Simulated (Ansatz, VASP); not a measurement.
RbGe6 in VASP and in Ansatz

The input INCAR:

```
PREC = Accurate
ENCUT = 520
EDIFF = 1E-6
ISMEAR = 0
SIGMA = 0.1
LREAL = F
LASPH = T
NELM = 80
ALGO = Normal
ISIF = 2
LWAVE = F
LCHARG = F
GGA = PE
NBANDS = 56
```

Contents of KPOINTS:

```
regular mesh
0
Gamma
  4 4 4
```

File POSCAR:

```
RbGe6
1.0
   -3.5988839000      3.5988839000      3.5988839000
    3.5988839000     -3.5988839000      3.5988839000
    3.5988839000      3.5988839000     -3.5988839000
Rb Ge
1 6
Direct
    0.0000000000      0.0000000000      0.0000000000
    0.5000000000      0.7500000000      0.2500000000
    0.7500000000      0.2500000000      0.5000000000
    0.7500000000      0.5000000000      0.2500000000
    0.5000000000      0.2500000000      0.7500000000
    0.2500000000      0.7500000000      0.5000000000
    0.2500000000      0.5000000000      0.7500000000
```

Input for Ansatz:

```yaml
crystal:
  lattice:
    - [-3.5988839, 3.5988839, 3.5988839]
    - [3.5988839, -3.5988839, 3.5988839]
    - [3.5988839, 3.5988839, -3.5988839]
  atoms:
    - { symbol: Rb, position: [0.0, 0.0, 0.0] }
    - { symbol: Ge, position: [0.5, 0.75, 0.25] }
    - { symbol: Ge, position: [0.75, 0.25, 0.5] }
    - { symbol: Ge, position: [0.75, 0.5, 0.25] }
    - { symbol: Ge, position: [0.5, 0.25, 0.75] }
    - { symbol: Ge, position: [0.25, 0.75, 0.5] }
    - { symbol: Ge, position: [0.25, 0.5, 0.75] }
basis:
  ecutwfc: 420
kpoints:
  mp_grid: { grid: [4, 4, 4] }
hamiltonian:
  xc: pbe
scf:
  occupations: { method: gaussian, width: 0.1 }
  lower_state_search: "off"
output:
  forces: true
  stress: true
  eigenvalues: true
```

Alike in both runs: task single point; functional PBE; k mesh 4 × 4 × 4; occupations gaussian, width 0.1 eV; no spin polarisation.

|  | VASP | Ansatz |
| --- | --- | --- |
| version | VASP 6.6.1 | Ansatz 0.2.0 |
| potentials or method | VASP PAW PBE potentials, release 64 (Rb_sv, Ge_d), cutoff 520 eV | scalar-relativistic, plane waves, PAW |
| valence electrons in the cell | 93 | 93 |

|  | VASP | Ansatz | Ansatz less VASP |
| --- | --- | --- | --- |
| gap on the k mesh at the Fermi level (eV) | none | none | - |
| pressure (GPa) | 0.1 | 0.1 | +0.01 |

A gap of «none» marks a metal or a gap that the smearing closes. With one functional, cell and mesh, what is left measures potentials, basis and numerics.
